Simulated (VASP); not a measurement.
# Ti3C2 (P6_3/mmc) in VASP: single point with PBEsol

Aim: the single point of Ti3C2 with PBEsol.

Everything below comes from runs of VASP 6.6.1. Logs are shortened: lines on timing, memory, paths and dates and some standing lists are left out, and cuts for length are marked.

## (1) The cell of the first run

The structure is hexagonal, space group P6_3/mmc (No. 194). Conventional cell: a = 3.042 Å, b = 3.042 Å, c = 14.985 Å, α = 90.00°, β = 90.00°, γ = 120.00°. Ti (site symmetry 3m) has 3 C at 2.05 Å within 2.7 Å. Within 3.1 Å of Ti (site symmetry -3m) lie 6 C at 2.17 Å and 12 Ti at 2.93 to 3.04 Å. C (site symmetry 3m) has 6 Ti at 2.05 to 2.17 Å within 2.7 Å.

## (2) Single point, PBEsol

File INCAR:

```
SYSTEM = Ti3C2
ALGO = Normal ; EDIFF = 1E-6
ENCUT = 520 ; GGA = PS
ISIF = 2 ; ISMEAR = 0
LASPH = .True. ; LCHARG = .True.
LELF = .True. ; LREAL = .False.
LVHAR = .True. ; LWAVE = .False.
NBANDS = 55 ; NELM = 60
PREC = Accurate ; SIGMA = 0.1
```

File KPOINTS:

```
k-points
0
Gamma
  12 12 4
  0 0 0
```

File POSCAR:

```
Ti3C2
1.0
    3.0421547570      0.0000000000      0.0000000000
   -1.5210773785      2.6345833018      0.0000000000
    0.0000000000      0.0000000000     14.9846661229
Ti C
6 4
Direct
    0.3333333333      0.6666666667      0.8437902012
    0.6666666667      0.3333333333      0.3437902012
    0.6666666667      0.3333333333      0.1562097988
    0.3333333333      0.6666666667      0.6562097988
    0.0000000000      0.0000000000      0.0000000000
    0.0000000000      0.0000000000      0.5000000000
    0.6666666667      0.3333333333      0.9143920740
    0.3333333333      0.6666666667      0.4143920740
    0.6666666667      0.3333333333      0.5856079260
    0.3333333333      0.6666666667      0.0856079260
```

Potentials or basis: VASP PAW PBE potentials, release 64 (Ti_sv, C).

The run is started by

```console
$ cat potpaw_PBE.64/Ti_sv/POTCAR potpaw_PBE.64/C/POTCAR > POTCAR
$ mpirun -np 1 vasp_std > vasp.out
```

OUTCAR:

```text
SYSTEM = Ti3C2
   EDIFF = 1E-6
   ENCUT = 520
   GGA = PS
   ISIF = 2
   ISMEAR = 0
   LASPH = .True.
   LREAL = .False.
   NELM = 60
   PREC = Accurate

 ion  position               nearest neighbor table
   1  0.333  0.667  0.844-   7 2.05   7 2.05   7 2.05   4 2.81
   2  0.667  0.333  0.344-   8 2.05   8 2.05   8 2.05   3 2.81
   3  0.667  0.333  0.156-  10 2.05  10 2.05  10 2.05   2 2.81
   4  0.333  0.667  0.656-   9 2.05   9 2.05   9 2.05   1 2.81
   5  0.000  0.000  0.000-   7 2.17  10 2.17  10 2.17   7 2.17   7 2.17  10 2.17
   6  0.000  0.000  0.500-   8 2.17   9 2.17   8 2.17   9 2.17   9 2.17   8 2.17
   7  0.667  0.333  0.914-   1 2.05   1 2.05   1 2.05   5 2.17   5 2.17   5 2.17
   8  0.333  0.667  0.414-   2 2.05   2 2.05   2 2.05   6 2.17   6 2.17   6 2.17
   9  0.667  0.333  0.586-   4 2.05   4 2.05   4 2.05   6 2.17   6 2.17   6 2.17
  10  0.333  0.667  0.086-   3 2.05   3 2.05   3 2.05   5 2.17   5 2.17   5 2.17

  LATTYP: Found a hexagonal cell.
 ALAT       =     3.0421547570
 C/A-ratio  =     4.9256751611

  Lattice vectors:

 A1 = (   3.0421547570,   0.0000000000,   0.0000000000)
 A2 = (  -1.5210773785,   2.6345833018,   0.0000000000)
 A3 = (   0.0000000000,   0.0000000000,  14.9846661229)

Analysis of symmetry for initial positions (statically):
=====================================================================
 Subroutine PRICEL returns:
 Original cell was already a primitive cell.

 Routine SETGRP: Setting up the symmetry group for a
 hexagonal supercell.

 Subroutine GETGRP returns: Found 24 space group operations
 (whereof 12 operations were pure point group operations)
 out of a pool of 24 trial point group operations.

The static configuration has the point symmetry D_3d.
 The point group associated with its full space group is D_6h.

Analysis of symmetry for dynamics (positions and initial velocities):
=====================================================================
 Subroutine PRICEL returns:
 Original cell was already a primitive cell.

 Routine SETGRP: Setting up the symmetry group for a
 hexagonal supercell.

 Subroutine GETGRP returns: Found 24 space group operations
 (whereof 12 operations were pure point group operations)
 out of a pool of 24 trial point group operations.

The dynamic configuration has the point symmetry D_3d.
 The point group associated with its full space group is D_6h.

[... 114 lines left out ...]
   EDIFF  = 0.1E-05   stopping-criterion for ELM
   LREAL  =      F    real-space projection
   EDIFFG = 0.1E-04   stopping-criterion for IOM
   NSW    =      0    number of steps for IOM
   IBRION =     -1    ionic relax: 0-MD 1-quasi-New 2-CG
   NFREE  =      0    steps in history (QN), initial steepest desc. (CG)
   ISIF   =      2    stress and relaxation
   ISYM   =      2    0-nonsym 1-usesym 2-fastsym
   POTIM  = 0.5000    time-step for ionic-motion
   TEBEG  =    0.0;   TEEND  =   0.0 temperature during run
   PSTRESS=    0.0 pullay stress
   NELECT =      88.0000    total number of electrons
   NUPDOWN=      -1.0000    fix difference up-down
   EMIN   =  10.00;   EMAX   =-10.00  energy-range for DOS
   EFERMI =   0.00;   METHOD = LEGACY
   ISMEAR =     0;   SIGMA  =   0.10  broadening in eV -4-tet -1-fermi 0-gaus
   EFERMI_NEDOS =   21; number of points for ismear=-14 and -15
   IALGO  =     38    algorithm
   IMIX   =      4    mixing-type and parameters
     AMIX     =   0.40;   BMIX     =  1.00
     AMIX_MAG =   1.60;   BMIX_MAG =  1.00
  volume/ion in A,a.u.               =      12.01        81.05
  Fermi-wavevector in a.u.,A,eV,Ry     =   1.475896  2.789038 29.637130  2.178268
  Thomas-Fermi vector in A             =   2.590489
   LORBIT       =      0    0 simple, 1 ext, 2 COOP (PROOUT), +10 PAW based schemes
   GGA     = PS    functional components
   LHFCALC =     F    Hartree Fock is set to
   AEXX    =    0.0000 exact exchange contribution
   IVDW    =     0    specifies the selected vdW correction
   LEPSILON=     F    determine dielectric tensor
   LRPA    =     F    only Hartree local field effects (RPA)
 non-spin polarized calculation
 Gauss-broadening in eV      SIGMA  =   0.10
  energy-cutoff  :      520.00
  volume of cell :      120.10
 maximum number of plane-waves:      3263
 NGX is ok and might be reduce to    24
   NGX = 11   NGY = 11   NGZ = 55

 number of electron      87.9999989 magnetization

 Free energy of the ion-electron system (eV)
  ---------------------------------------------------
  ext. energy  EPLUGINS =         0.00000000
  ---------------------------------------------------
  free energy    TOTEN  =       -96.23909829 eV

  energy without entropy =      -96.22748940  energy(sigma->0) =      -96.23329384

 E-fermi :   8.8232     XC(G=0): -12.1875

 val. band max:        8.7820933587   @ k =   0.1667   0.1667   0.5000
 cond. band min:       8.8280337876   @ k =   0.0833   0.0833   0.2500
 fundamental gap:      0.0459404289
 Fermi energy:         8.8231866995

 k-point     1 :       0.0000    0.0000    0.0000
  band No.  band energies     occupation
      1     -47.8822      2.00000
      2     -47.8730      2.00000
      3     -47.8526      2.00000
      4     -47.8417      2.00000
      5     -47.6509      2.00000
      6     -47.6494      2.00000
[... 1381 lines left out ...]
     54      11.0082      0.00000
     55      11.2104      0.00000

 [... further k-points ...]
[... 5 lines left out ...]
  --------------------------------------------------------------------------------------
  -------------------------------------------------------------------------------------
  Total        0.1264238      0.1264238      0.1024462     -0.0000000      0.0000000     -0.0000000
  in kB        1.6865495      1.6865495      1.3666779     -0.0000000      0.0000000     -0.0000000
  external PRESSURE =       1.5799256 kB  Pullay stress =       0.0000000 kB

 VOLUME and BASIS-vectors are now :
 -----------------------------------------------------------------------------
  energy-cutoff  :      520.00
  volume of cell :      120.10
      direct lattice vectors                 reciprocal lattice vectors
     3.042154757  0.000000000  0.000000000     0.328714375  0.189783333  0.000000000
    -1.521077379  2.634583302  0.000000000     0.000000000  0.379566666  0.000000000
     0.000000000  0.000000000 14.984666123     0.000000000  0.000000000  0.066734887

 POSITION                                       TOTAL-FORCE (eV/Angst)
 -----------------------------------------------------------------------------------
     -0.00000      1.75639     12.64391        -0.000000     -0.000000     -0.022991
      1.52108      0.87819      5.15158        -0.000000      0.000000     -0.022991
      1.52108      0.87819      2.34075         0.000000      0.000000      0.022991
     -0.00000      1.75639      9.83308         0.000000     -0.000000      0.022991
      0.00000      0.00000      0.00000        -0.000000      0.000000     -0.000000
      0.00000      0.00000      7.49233        -0.000000      0.000000     -0.000000
      1.52108      0.87819     13.70186         0.000000     -0.000000      0.002846
     -0.00000      1.75639      6.20953         0.000000      0.000000      0.002846
      1.52108      0.87819      8.77514        -0.000000     -0.000000     -0.002846
     -0.00000      1.75639      1.28281        -0.000000      0.000000     -0.002846
 -----------------------------------------------------------------------------------
    total drift:                               -0.000000      0.000000     -0.000000

  FREE ENERGIE OF THE ION-ELECTRON SYSTEM (eV)
  ---------------------------------------------------
  free  energy   TOTEN  =       -96.2390982858 eV

  energy  without entropy=      -96.2274893977  energy(sigma->0) =      -96.23329384
```

OSZICAR:

```text
N       E                     dE             d eps       ncg     rms          rms(c)
DAV:   1     0.126103523025E+04    0.12610E+04   -0.42577E+04  6270   0.197E+03
DAV:   2     0.896395212347E+02   -0.11714E+04   -0.11420E+04  6270   0.614E+02
DAV:   3    -0.102440585592E+03   -0.19208E+03   -0.18742E+03  9257   0.211E+02
DAV:   4    -0.122895842120E+03   -0.20455E+02   -0.20302E+02  9028   0.652E+01
DAV:   5    -0.124312829758E+03   -0.14170E+01   -0.14158E+01 10020   0.153E+01    0.417E+01
DAV:   6    -0.971427270841E+02    0.27170E+02   -0.23100E+02  8905   0.830E+01    0.137E+01
DAV:   7    -0.981058876346E+02   -0.96316E+00   -0.58635E+01  9024   0.410E+01    0.131E+01
DAV:   8    -0.961820702202E+02    0.19238E+01   -0.27729E+01  8552   0.232E+01    0.620E+00
DAV:   9    -0.962629972311E+02   -0.80927E-01   -0.23787E+00  8948   0.679E+00    0.243E+00
DAV:  10    -0.962317665288E+02    0.31231E-01   -0.52431E-01  9358   0.357E+00    0.116E+00
DAV:  11    -0.962424079034E+02   -0.10641E-01   -0.76219E-02  9660   0.200E+00    0.506E-01
DAV:  12    -0.962388313437E+02    0.35766E-02   -0.29927E-02  8439   0.192E+00    0.142E-01
DAV:  13    -0.962391084157E+02   -0.27707E-03   -0.23817E-03  8565   0.284E-01    0.354E-02
DAV:  14    -0.962390985129E+02    0.99028E-05   -0.19950E-04  9526   0.872E-02    0.170E-02
DAV:  15    -0.962390989051E+02   -0.39213E-06   -0.30031E-05  8565   0.329E-02    0.900E-03
DAV:  16    -0.962390982858E+02    0.61926E-06   -0.96505E-06  7118   0.275E-02
   1 F= -.96239098E+02 E0= -.96233294E+02  d E =-.116089E-01
```

It took 11 min on 1 thread of AMD EPYC 7R13, shared host; peak memory 0.38 GiB.

What came out:

```yaml
Free_energy: -96.2391 eV
Pressure: 0.2 GPa
Largest_force: 0.023 eV/Å
Band_gap_on_the_k_mesh: zero (bands 44 and 45 overlap by 0.65 eV)
```

Forces in eV/Å, atoms in the order of the input:
```
Ti   0.000  0.000 -0.023
Ti   0.000  0.000 -0.023
Ti   0.000  0.000  0.023
Ti   0.000  0.000  0.023
Ti   0.000  0.000  0.000
Ti   0.000  0.000  0.000
C    0.000  0.000  0.003
C    0.000  0.000  0.003
C    0.000  0.000 -0.003
C    0.000  0.000 -0.003
```

Levels at points of the mesh, in eV from the Fermi level:
```tsv
k point	band 40	band 41	band 42	band 43	band 44	band 45	band 46	band 47	band 48	band 49
(0.00, 0.00, 0.00)	-1.82	-1.82	-1.74	0.18	0.33	0.33	0.48	0.48	0.48	1.26
(0.50, 0.00, 0.00)	-2.02	-1.89	-1.78	-1.18	-1.16	0.30	0.58	1.85	2.07	2.15
(0.00, 0.00, 0.50)	-1.86	-1.86	-1.86	0.33	0.33	0.40	0.40	0.40	0.40	1.39
(0.50, 0.00, 0.50)	-1.96	-1.90	-1.90	-1.17	-1.17	0.43	0.43	2.00	2.00	2.25
```

Caveat: the PAW data sets were made with another functional, which shifts forces and pressure a little.
